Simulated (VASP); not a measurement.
# Hg (R-3m) in VASP: further runs

Runs on Hg. Level: r2SCAN. Tasks: single point.

Everything below comes from runs of VASP 6.6.1. Logs are shortened: lines on timing, memory, paths and dates and some standing lists are left out, and cuts for length are marked.

### 1 The cell of the first run

The structure is trigonal, space group R-3m (No. 166). The conventional cell has a = 3.756 Å, b = 3.756 Å, c = 6.464 Å, α = 90.00°, β = 90.00°, γ = 120.00°. Hg (site symmetry -3m) has 12 Hg at 3.06 to 3.76 Å within 4.0 Å.

### 2 Single point, r2SCAN

POSCAR

```
Hg
1.0
    1.8778599936      1.0841829728      2.1547276236
   -1.8778599936      1.0841829728      2.1547276236
    0.0000000000     -2.1683659456      2.1547276235
Hg
1
Direct
    0.0000000000      0.0000000000      0.0000000000
```

INCAR.step1

```
SYSTEM = Hg
PREC = Accurate
ENCUT = 520
ISMEAR = 1
SIGMA = 0.1
LREAL = .False.
LASPH = .True.
NELM = 80
NBANDS = 12
GGA = PE
ALGO = Normal
EDIFF = 1E-4
LWAVE = .True.
LCHARG = .False.
```

INCAR.step2

```
SYSTEM = Hg
PREC = Accurate
ENCUT = 520
EDIFF = 1E-7
ISMEAR = 1
SIGMA = 0.1
LREAL = .False.
LASPH = .True.
NELM = 80
ALGO = Normal
ISIF = 2
LWAVE = .False.
LCHARG = .True.
METAGGA = R2SCAN
LMIXTAU = .True.
LELF = .True.
LVHAR = .True.
NBANDS = 12
ISTART = 1
```

KPOINTS

```
regular mesh
0
Gamma
  11 11 11
  0 0 0
```

Potentials or basis: VASP PAW PBE potentials, release 64 (Hg).

Launch:

```console
$ cat potpaw_PBE.64/Hg/POTCAR > POTCAR
$ cp INCAR.step1 INCAR
$ mpirun -np 1 vasp_std > vasp.out
$ cp INCAR.step2 INCAR
$ mpirun -np 1 vasp_std > vasp.out
```

OUTCAR:

```text
SYSTEM = Hg
   PREC = Accurate
   ENCUT = 520
   EDIFF = 1E-7
   ISMEAR = 1
   LREAL = .False.
   LASPH = .True.
   NELM = 80
   ISIF = 2
   METAGGA = R2SCAN
   ISTART = 1

 ion  position               nearest neighbor table
   1  0.000  0.000  0.000-

  LATTYP: Found a trigonal (rhomboedric) cell.
 ALAT       =     3.0569039903
 COS(alpha) =     0.2452679073

  Lattice vectors:

 A1 = (   1.8778599936,   1.0841829728,   2.1547276236)
 A2 = (  -1.8778599936,   1.0841829728,   2.1547276236)
 A3 = (   0.0000000000,  -2.1683659456,   2.1547276235)

Analysis of symmetry for initial positions (statically):
=====================================================================
 Subroutine PRICEL returns:
 Original cell was already a primitive cell.

 Routine SETGRP: Setting up the symmetry group for a
 trigonal (rhombohedral) supercell.

 Subroutine GETGRP returns: Found 12 space group operations
 (whereof 12 operations were pure point group operations)
 out of a pool of 12 trial point group operations.

The static configuration has the point symmetry D_3d.

Analysis of symmetry for dynamics (positions and initial velocities):
=====================================================================
 Subroutine PRICEL returns:
 Original cell was already a primitive cell.

 Routine SETGRP: Setting up the symmetry group for a
 trigonal (rhombohedral) supercell.

 Subroutine GETGRP returns: Found 12 space group operations
 (whereof 12 operations were pure point group operations)
 out of a pool of 12 trial point group operations.

The dynamic configuration has the point symmetry D_3d.

 Subroutine INISYM returns: Found 12 space group operations
 (whereof 12 operations are pure point group operations),
 and found     1 'primitive' translations

----------------------------------------------------------------------------------------

                                     Primitive cell

  volume of cell :      26.3214

  direct lattice vectors                    reciprocal lattice vectors
     1.877859994  1.084182973  2.154727624     0.266260532  0.153725590  0.154698594
    -1.877859994  1.084182973  2.154727624    -0.266260532  0.153725590  0.154698594
     0.000000000 -2.168365946  2.154727623     0.000000000 -0.307451179  0.154698594

  length of vectors
     3.056903990  3.056903990  3.056903990     0.344177109  0.344177109  0.344177109

  position of ions in fractional coordinates (direct lattice)
     0.000000000  0.000000000  0.000000000

  ion indices of the primitive-cell ions
   primitive index   ion index
                 1           1

----------------------------------------------------------------------------------------
[... 83 lines left out ...]
   EMIN   =  10.00;   EMAX   =-10.00  energy-range for DOS
   EFERMI =   0.00;   METHOD = LEGACY
   ISMEAR =     1;   SIGMA  =   0.10  broadening in eV -4-tet -1-fermi 0-gaus
   EFERMI_NEDOS =   21; number of points for ismear=-14 and -15
   IALGO  =     38    algorithm
   IMIX   =      4    mixing-type and parameters
     AMIX     =   0.40;   BMIX     =  1.00
     AMIX_MAG =   1.60;   BMIX_MAG =  1.00
  volume/ion in A,a.u.               =      26.32       177.63
  Fermi-wavevector in a.u.,A,eV,Ry     =   1.259985  2.381027 21.600101  1.587563
  Thomas-Fermi vector in A             =   2.393518
   LORBIT       =      0    0 simple, 1 ext, 2 COOP (PROOUT), +10 PAW based schemes
   METAGGA = R2SCAN    functional components
   LHFCALC =     F    Hartree Fock is set to
   AEXX    =    0.0000 exact exchange contribution
   IVDW    =     0    specifies the selected vdW correction
   LEPSILON=     F    determine dielectric tensor
   LRPA    =     F    only Hartree local field effects (RPA)
 non-spin polarized calculation
 Methfessel and Paxton  Order N= 1 SIGMA  =   0.10
  energy-cutoff  :      520.00
  volume of cell :       26.32
 maximum number of plane-waves:       720
   NGX = 11   NGY = 11   NGZ = 11

 number of electron      12.0000003 magnetization

 Free energy of the ion-electron system (eV)
  ---------------------------------------------------
  ext. energy  EPLUGINS =         0.00000000
  ---------------------------------------------------
  free energy    TOTEN  =       -49.35064167 eV

  energy without entropy =      -49.35064791  energy(sigma->0) =      -49.35064375

 E-fermi :   1.9350     XC(G=0): -10.8067

 val. band max:        1.9303377612   @ k =  -0.4545   0.1818   0.1818
 cond. band min:       1.9710128590   @ k =  -0.1818   0.4545   0.0909
 fundamental gap:      0.0406750978
 Fermi energy:         1.9349550701

 k-point     1 :       0.0000    0.0000    0.0000
  band No.  band energies     occupation
      1      -6.7458      2.00000
      2      -6.1008      2.00000
      3      -6.1008      2.00000
      4      -4.5157      2.00000
      5      -4.5157      2.00000
      6      -4.5140      2.00000
      7      13.3302      0.00000
      8      13.3302      0.00000
      9      13.5547      0.00000
     10      17.4603      0.00000
     11      18.9748      0.00000
     12      18.9748      0.00000
[... 331 lines left out ...]
 k-point    24 :      -0.1818    0.1818    0.0000
  band No.  band energies     occupation
      1      -6.0883      2.00000
      2      -5.7405      2.00000
      3      -5.3134      2.00000
      4      -4.6460      2.00000
      5      -4.6387      2.00000
      6      -4.1972      2.00000
      7       7.9878      0.00000
      8       8.9637      0.00000
      9      15.3696      0.00000
     10      18.3164      0.00000
     11      20.2694      0.00000
     12      21.2368      0.00000

 [... further k-points ...]

------------------------ aborting loop because EDIFF is reached ----------------------------------------

  FORCE on cell =-STRESS in cart. coord.  units (eV):
  Direction    XX          YY          ZZ          XY          YZ          ZX
  --------------------------------------------------------------------------------------
  -------------------------------------------------------------------------------------
  Total        0.0416326      0.0416326      0.1531642      0.0000000      0.0000000      0.0000000
  in kB        2.5341611      2.5341611      9.3230604      0.0000000      0.0000000      0.0000000
  external PRESSURE =       4.7971275 kB  Pullay stress =       0.0000000 kB

 VOLUME and BASIS-vectors are now :
 -----------------------------------------------------------------------------
  energy-cutoff  :      520.00
  volume of cell :       26.32
      direct lattice vectors                 reciprocal lattice vectors
     1.877859994  1.084182973  2.154727624     0.266260532  0.153725590  0.154698594
    -1.877859994  1.084182973  2.154727624    -0.266260532  0.153725590  0.154698594
     0.000000000 -2.168365946  2.154727623     0.000000000 -0.307451179  0.154698594

 POSITION                                       TOTAL-FORCE (eV/Angst)
 -----------------------------------------------------------------------------------
      0.00000      0.00000      0.00000        -0.000000      0.000000      0.000000
 -----------------------------------------------------------------------------------
    total drift:                                0.000000     -0.000000      0.000000

  FREE ENERGIE OF THE ION-ELECTRON SYSTEM (eV)
  ---------------------------------------------------
  free  energy   TOTEN  =       -49.3506416723 eV

  energy  without entropy=      -49.3506479117  energy(sigma->0) =      -49.35064375
```

OUTCAR.step1:

```text
SYSTEM = Hg
   PREC = Accurate
   ENCUT = 520
   ISMEAR = 1
   LREAL = .False.
   LASPH = .True.
   NELM = 80
[... 577 lines left out ...]
 -----------------------------------------------------------------------------------
      0.00000      0.00000      0.00000         0.000000      0.000000      0.000000
 -----------------------------------------------------------------------------------
    total drift:                                0.000000     -0.000000      0.000000

  FREE ENERGIE OF THE ION-ELECTRON SYSTEM (eV)
  ---------------------------------------------------
  free  energy   TOTEN  =        -0.1494574346 eV

  energy  without entropy=       -0.1491836288  energy(sigma->0) =       -0.14936617
```

It took 48 s on 1 thread of Intel Xeon 6975P-C (Granite Rapids), shared host; peak memory 0.17 GiB.

What came out:

```
Free energy            : -49.3506 eV
Pressure               : 0.5 GPa
Band gap on the k mesh : zero (bands 6 and 7 overlap by 2.63 eV)
```

Caveat: the PAW data sets were made with another functional, which shifts forces and pressure a little; spin-orbit coupling is left out, which moves the levels of the heavy elements.

### 3 Single point, r2SCAN

POSCAR is that of step 2.

INCAR.step1, as its differences from that of step 2:

```diff
@@ -4,3 +4,3 @@
 ISMEAR = 1
-SIGMA = 0.1
+SIGMA = 0.3
 LREAL = .False.
```

INCAR.step2, as its differences from that of step 2:

```diff
@@ -5,3 +5,3 @@
 ISMEAR = 1
-SIGMA = 0.1
+SIGMA = 0.3
 LREAL = .False.
```

KPOINTS

```
Automatic mesh
0
Gamma
  11 11 11
  0 0 0
```

Potentials or basis: VASP PAW PBE potentials, release 64 (Hg).

Launch:

```console
$ cat potpaw_PBE.64/Hg/POTCAR > POTCAR
$ cp INCAR.step1 INCAR
$ mpirun -np 1 vasp_std > vasp.out
$ cp INCAR.step2 INCAR
$ mpirun -np 1 vasp_std > vasp.out
```

Wall time 52 s (1 thread of Intel Xeon 6975P-C (Granite Rapids), shared host); peak memory 0.17 GiB.

The run converged. Its results:

```yaml
Free_energy: -49.3502 eV
Pressure: 0.4 GPa
Band_gap_on_the_k_mesh: zero (bands 6 and 7 overlap by 2.63 eV)
```

Stress tensor (GPa, compression positive):
```
0.31 0.00 0.00
0.00 0.31 0.00
0.00 0.00 0.56
```

Levels at points of the mesh, in eV from the Fermi level:
```tsv
k point	band 2	band 3	band 4	band 5	band 6	band 7	band 8	band 9	band 10	band 11
(0.00, 0.00, 0.00)	-8.05	-8.05	-6.46	-6.46	-6.46	11.38	11.38	11.61	15.51	17.03
```

Caveat: so wide a smearing shifts energies and pressures; the PAW data sets were made with another functional, which shifts forces and pressure a little; spin-orbit coupling is left out, which moves the levels of the heavy elements.

### 4 Single point, r2SCAN

POSCAR is that of step 3.

INCAR.step1

```
ALGO     = Normal         # electronic algorithm
EDIFF    = 1E-4           # SCF threshold, eV
ENCUT    = 520            # plane-wave cutoff, eV
GGA      = PE             # functional
ISMEAR   = -1             # smearing method
LASPH    = T              # aspherical terms in the spheres
LCHARG   = F              # write CHGCAR
LREAL    = F              # projectors in reciprocal space
LWAVE    = T              # write WAVECAR
NBANDS   = 12             # bands
NELM     = 100            # most SCF steps
PREC     = Accurate       # precision mode
SIGMA    = 0.1            # smearing width, eV
```

INCAR.step2

```
ALGO     = Normal         # electronic algorithm
EDIFF    = 1E-6           # SCF threshold, eV
ENCUT    = 520            # plane-wave cutoff, eV
ISIF     = 2              # what is computed and relaxed
ISMEAR   = -1             # smearing method
ISTART   = 1            
LASPH    = T              # aspherical terms in the spheres
LCHARG   = T              # write CHGCAR
LELF     = T              # ELF
LMIXTAU  = T            
LREAL    = F              # projectors in reciprocal space
LVHAR    = T            
LWAVE    = F              # write WAVECAR
METAGGA  = R2SCAN         # meta-GGA
NBANDS   = 12             # bands
NELM     = 100            # most SCF steps
PREC     = Accurate       # precision mode
SIGMA    = 0.1            # smearing width, eV
```

KPOINTS

```
k-points
0
Gamma
  12 12 12
```

Potentials or basis: VASP PAW PBE potentials, release 64 (Hg).

Launch:

```console
$ cat potpaw_PBE.64/Hg/POTCAR > POTCAR
$ cp INCAR.step1 INCAR
$ mpirun -np 1 vasp_std > vasp.out
$ cp INCAR.step2 INCAR
$ mpirun -np 1 vasp_std > vasp.out
```

OUTCAR:

```text
EDIFF = 1E-6
   ENCUT = 520
   ISIF = 2
   ISMEAR = -1
   ISTART = 1
   LASPH = T
   LREAL = F
   METAGGA = R2SCAN
   NELM = 100
   PREC = Accurate

 ion  position               nearest neighbor table
   1  0.000  0.000  0.000-

  LATTYP: Found a trigonal (rhomboedric) cell.
 ALAT       =     3.0569039903
 COS(alpha) =     0.2452679073

  Lattice vectors:

 A1 = (   1.8778599936,   1.0841829728,   2.1547276236)
 A2 = (  -1.8778599936,   1.0841829728,   2.1547276236)
 A3 = (   0.0000000000,  -2.1683659456,   2.1547276235)

Analysis of symmetry for initial positions (statically):
=====================================================================
 Subroutine PRICEL returns:
 Original cell was already a primitive cell.

 Routine SETGRP: Setting up the symmetry group for a
 trigonal (rhombohedral) supercell.

 Subroutine GETGRP returns: Found 12 space group operations
 (whereof 12 operations were pure point group operations)
 out of a pool of 12 trial point group operations.

The static configuration has the point symmetry D_3d.

Analysis of symmetry for dynamics (positions and initial velocities):
=====================================================================
 Subroutine PRICEL returns:
 Original cell was already a primitive cell.

 Routine SETGRP: Setting up the symmetry group for a
 trigonal (rhombohedral) supercell.

 Subroutine GETGRP returns: Found 12 space group operations
 (whereof 12 operations were pure point group operations)
 out of a pool of 12 trial point group operations.

The dynamic configuration has the point symmetry D_3d.

 Subroutine INISYM returns: Found 12 space group operations
 (whereof 12 operations are pure point group operations),
 and found     1 'primitive' translations

----------------------------------------------------------------------------------------

                                     Primitive cell

[... 112 lines left out ...]
   LORBIT       =      0    0 simple, 1 ext, 2 COOP (PROOUT), +10 PAW based schemes
   METAGGA = R2SCAN    functional components
   LHFCALC =     F    Hartree Fock is set to
   AEXX    =    0.0000 exact exchange contribution
   IVDW    =     0    specifies the selected vdW correction
   LEPSILON=     F    determine dielectric tensor
   LRPA    =     F    only Hartree local field effects (RPA)
 non-spin polarized calculation
  energy-cutoff  :      520.00
  volume of cell :       26.32
 maximum number of plane-waves:       722
   NGX = 11   NGY = 11   NGZ = 11

 number of electron      12.0000003 magnetization

 Free energy of the ion-electron system (eV)
  ---------------------------------------------------
  ext. energy  EPLUGINS =         0.00000000
  ---------------------------------------------------
  free energy    TOTEN  =       -49.35045259 eV

  energy without entropy =      -49.34072860  energy(sigma->0) =      -49.34559060

 E-fermi :   1.9600     XC(G=0): -10.8077

 val. band max:        1.9542743632   @ k =  -0.4167   0.1667   0.0000
 cond. band min:       1.9660363607   @ k =   0.4167  -0.0000  -0.0000
 fundamental gap:      0.0117619975
 Fermi energy:         1.9600495759

 k-point     1 :       0.0000    0.0000    0.0000
  band No.  band energies     occupation
      1      -6.7472      2.00000
      2      -6.1040      2.00000
      3      -6.1040      2.00000
      4      -4.5183      2.00000
      5      -4.5183      2.00000
      6      -4.5179      2.00000
      7      13.3299      0.00000
      8      13.3299      0.00000
      9      13.5540      0.00000
     10      17.4607      0.00000
     11      18.9734      0.00000
     12      18.9734      0.00000
[... 331 lines left out ...]
 k-point    24 :      -0.4167    0.1667    0.0000
  band No.  band energies     occupation
      1      -6.0922      2.00000
      2      -5.7225      2.00000
      3      -5.0109      2.00000
      4      -4.6398      2.00000
      5      -4.5725      2.00000
      6      -1.2620      2.00000
      7       1.9543      1.02887
      8      10.2455      0.00000
      9      14.9906      0.00000
     10      19.1944      0.00000
     11      19.7385      0.00000
     12      20.6417      0.00000

 [... further k-points ...]

------------------------ aborting loop because EDIFF is reached ----------------------------------------

  FORCE on cell =-STRESS in cart. coord.  units (eV):
  Direction    XX          YY          ZZ          XY          YZ          ZX
  --------------------------------------------------------------------------------------
  -------------------------------------------------------------------------------------
  Total        0.0609675      0.0609675      0.0828450      0.0000000      0.0000000     -0.0000000
  in kB        3.7110745      3.7110745      5.0427516      0.0000000      0.0000000     -0.0000000
  external PRESSURE =       4.1549669 kB  Pullay stress =       0.0000000 kB

 VOLUME and BASIS-vectors are now :
 -----------------------------------------------------------------------------
  energy-cutoff  :      520.00
  volume of cell :       26.32
      direct lattice vectors                 reciprocal lattice vectors
     1.877859994  1.084182973  2.154727624     0.266260532  0.153725590  0.154698594
    -1.877859994  1.084182973  2.154727624    -0.266260532  0.153725590  0.154698594
     0.000000000 -2.168365946  2.154727623     0.000000000 -0.307451179  0.154698594

 POSITION                                       TOTAL-FORCE (eV/Angst)
 -----------------------------------------------------------------------------------
      0.00000      0.00000      0.00000        -0.000000      0.000000     -0.000000
 -----------------------------------------------------------------------------------
    total drift:                                0.000000     -0.000000      0.000000

  FREE ENERGIE OF THE ION-ELECTRON SYSTEM (eV)
  ---------------------------------------------------
  free  energy   TOTEN  =       -49.3504525933 eV

  energy  without entropy=      -49.3407286037  energy(sigma->0) =      -49.34559060
```

It took 60 s on 1 thread of Intel Xeon 6975P-C (Granite Rapids), shared host; peak memory 0.18 GiB.

Results:

```
Free energy            : -49.3505 eV
Pressure               : 0.4 GPa
Band gap on the k mesh : zero (bands 6 and 7 overlap by 3.26 eV)
```

Stress tensor (GPa, compression positive):
```
0.37 0.00 0.00
0.00 0.37 0.00
0.00 0.00 0.50
```

Levels at points of the mesh, in eV from the Fermi level:
```tsv
k point	band 3	band 4	band 5	band 6	band 7	band 8	band 9	band 10
(0.00, 0.00, 0.00)	-8.06	-6.48	-6.48	-6.48	11.37	11.37	11.59	15.50
(0.50, 0.00, 0.00)	-6.79	-6.52	-6.46	-2.77	-1.59	12.48	12.52	17.02
(0.50, 0.50, 0.00)	-6.64	-6.55	-5.80	0.34	0.39	3.80	8.95	11.70
(0.50, 0.50, 0.50)	-7.59	-5.83	-5.83	1.12	2.18	7.67	7.67	10.60
```

Caveat: the PAW data sets were made with another functional, which shifts forces and pressure a little; spin-orbit coupling is left out, which moves the levels of the heavy elements.

### 5 Overview

| k mesh | smearing | gap on the mesh (eV) | pressure (GPa) |
| --- | --- | --- | --- |
| 11 × 11 × 11 | methfessel-paxton 0.1 eV | none | 0.5 |
| 11 × 11 × 11 | methfessel-paxton 0.3 eV | none | 0.4 |
| 12 × 12 × 12 | fermi-dirac 0.1 eV | none | 0.4 |

Alike in all rows: task single point; level r2SCAN; potentials or basis VASP PAW PBE potentials, release 64 (Hg); no spin polarisation; cell as given; cutoff (eV) 520.

Caveats: the PAW data sets were made with another functional, which shifts forces and pressure a little; spin-orbit coupling is left out, which moves the levels of the heavy elements; so wide a smearing shifts energies and pressures (at least some runs).

Total energies depend on the potentials used, so only differences within one code and one set of settings carry meaning.
